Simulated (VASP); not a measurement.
# Ti (Im-3m) in VASP: a series of runs, part 2 of 2

VASP 6.6.1. Earlier steps stand in the parts before.

## Step 4: Single point, PBEsol (equal strain along all axes, cell held: +2.0 %)

INCAR reads:

```
  PREC = Accurate
  ENCUT = 520
  EDIFF = 1E-6
  ISMEAR = 0
  SIGMA = 0.1
  LREAL = False
  LASPH = True
  NELM = 60
  ALGO = Normal
  ISIF = 2
  LWAVE = False
  LCHARG = False
  GGA = PS
  NBANDS = 19
```

KPOINTS reads:

```
Automatic mesh
0
Gamma
  16 16 16
```

POSCAR reads:

```
Ti
1.0
    3.2744367683      0.0000000000      0.0000000000
    0.0000000000      3.2744367683      0.0000000000
    0.0000000000      0.0000000000      3.2744367683
Ti
2
Direct
    0.0000000000      0.0000000000      0.0000000000
    0.5000000000      0.5000000000      0.5000000000
```

Potentials or basis: VASP PAW PBE potentials, release 64 (Ti_sv).

Started as:

```bash
$ cat potpaw_PBE.64/Ti_sv/POTCAR > POTCAR
$ mpirun -np 1 vasp_std > vasp.out
```

OUTCAR:

```text
PREC = Accurate
   ENCUT = 520
   EDIFF = 1E-6
   ISMEAR = 0
   LREAL = False
   LASPH = True
   NELM = 60
   ISIF = 2
   GGA = PS

 ion  position               nearest neighbor table
   1  0.000  0.000  0.000-   2 2.84   2 2.84   2 2.84   2 2.84   2 2.84   2 2.84   2 2.84   2 2.84

   2  0.500  0.500  0.500-   1 2.84   1 2.84   1 2.84   1 2.84   1 2.84   1 2.84   1 2.84   1 2.84

  LATTYP: Found a simple cubic cell.
 ALAT       =     3.2744367683

  Lattice vectors:

 A1 = (   3.2744367683,   0.0000000000,   0.0000000000)
 A2 = (   0.0000000000,   3.2744367683,   0.0000000000)
 A3 = (   0.0000000000,   0.0000000000,   3.2744367683)

Analysis of symmetry for initial positions (statically):
=====================================================================
 Subroutine PRICEL returns following result:

  LATTYP: Found a body centered cubic cell.
 ALAT       =     3.2744367683

  Lattice vectors:

 A1 = (   1.6372183842,   1.6372183842,  -1.6372183841)
 A2 = (  -1.6372183842,   1.6372183841,   1.6372183841)
 A3 = (   1.6372183842,  -1.6372183841,   1.6372183842)

   2 primitive cells build up your supercell.

[... 173 lines left out ...]
  free energy    TOTEN  =       -16.43925442 eV

  energy without entropy =      -16.41659684  energy(sigma->0) =      -16.42792563

 E-fermi :   7.8478     XC(G=0): -11.5810

 val. band max:        7.8355032641   @ k =   0.3125   0.3125   0.0000
 cond. band min:       7.8478457021   @ k =   0.5000   0.0625   0.0000
 fundamental gap:      0.0123424380
 Fermi energy:         7.8477729139

 k-point     1 :       0.0000    0.0000    0.0000
  band No.  band energies     occupation
      1     -48.4699      2.00000
      2     -48.2514      2.00000
      3     -24.8862      2.00000
      4     -24.8862      2.00000
      5     -24.8862      2.00000
      6     -24.4326      2.00000
[... 505 lines left out ...]
      6     -24.6506      2.00000
[... 11 lines left out ...]
     18      10.6755      0.00000
     19      11.4072      0.00000

 [... further k-points ...]

------------------------ aborting loop because EDIFF is reached ----------------------------------------

  FORCE on cell =-STRESS in cart. coord.  units (eV):
  Direction    XX          YY          ZZ          XY          YZ          ZX
  --------------------------------------------------------------------------------------
  -------------------------------------------------------------------------------------
  Total       -1.3803609     -1.3803609     -1.3803609     -0.0000000     -0.0000000      0.0000000
  in kB      -62.9931604    -62.9931604    -62.9931604     -0.0000000     -0.0000000      0.0000000
  external PRESSURE =     -62.9931604 kB  Pullay stress =       0.0000000 kB

 VOLUME and BASIS-vectors are now :
 -----------------------------------------------------------------------------
  energy-cutoff  :      520.00
  volume of cell :       35.11
      direct lattice vectors                 reciprocal lattice vectors
     3.274436768  0.000000000  0.000000000     0.305396033  0.000000000  0.000000000
     0.000000000  3.274436768  0.000000000     0.000000000  0.305396033  0.000000000
     0.000000000  0.000000000  3.274436768     0.000000000  0.000000000  0.305396033

 POSITION                                       TOTAL-FORCE (eV/Angst)
 -----------------------------------------------------------------------------------
      0.00000      0.00000      0.00000        -0.000000     -0.000000     -0.000000
      1.63722      1.63722      1.63722         0.000000      0.000000      0.000000
 -----------------------------------------------------------------------------------
    total drift:                                0.000000      0.000000     -0.000000

  FREE ENERGIE OF THE ION-ELECTRON SYSTEM (eV)
  ---------------------------------------------------
  free  energy   TOTEN  =       -16.4392544190 eV

  energy  without entropy=      -16.4165968439  energy(sigma->0) =      -16.42792563
```

stdout:

```text
POSCAR found type information on POSCAR Ti
 POSCAR found :  1 types and       2 ions
 scaLAPACK will be used
 -----------------------------------------------------------------------------
|                                                                             |
|                                                                             |
|     You enforced a specific xc type in the INCAR file but a different       |
|     I HOPE YOU KNOW WHAT YOU ARE DOING!                                     |
|                                                                             |
 -----------------------------------------------------------------------------

 LDA part: xc-table for (Slater+PW92), standard interpolation
 POSCAR, INCAR and KPOINTS ok, starting setup
 FFT: planning ... GRIDC
 FFT: planning ... GRID_SOFT
 FFT: planning ... GRID
 WAVECAR not read
 entering main loop
```

Run time: 56 s. Hardware: 1 thread of AMD EPYC 7R13 (Zen 3), shared host; peak memory 0.17 GiB.

What came out:

- Free energy: -16.4393 eV
- Pressure: -6.3 GPa
- Band gap on the k mesh: zero (bands 12 and 13 overlap by 1.60 eV)

Caveat: the cell differs from its parent crystal (equal strain along all axes, cell held: +2.0 %); the cell stands under tension; the PAW data sets were made with another functional, which shifts forces and pressure a little.

## Step 5: Overview

| cell | gap on the mesh (eV) | pressure (GPa) |
| --- | --- | --- |
| a = 3.178 Å, 2 atoms | none | 3.2 |
| a = 3.242 Å, 2 atoms | none | -3.5 |
| a = 3.274 Å, 2 atoms | none | -6.3 |

Alike in all rows: task single point; level PBEsol; potentials or basis VASP PAW PBE potentials, release 64 (Ti_sv); no spin polarisation; k mesh 16 × 16 × 16; cutoff (eV) 520; smearing gaussian 0.1 eV.

Caveats: the PAW data sets were made with another functional, which shifts forces and pressure a little; the cell stands under tension (at least some runs); the cell stands under pressure (at least some runs).

Absolute energies hang on the potentials; compare differences alone.
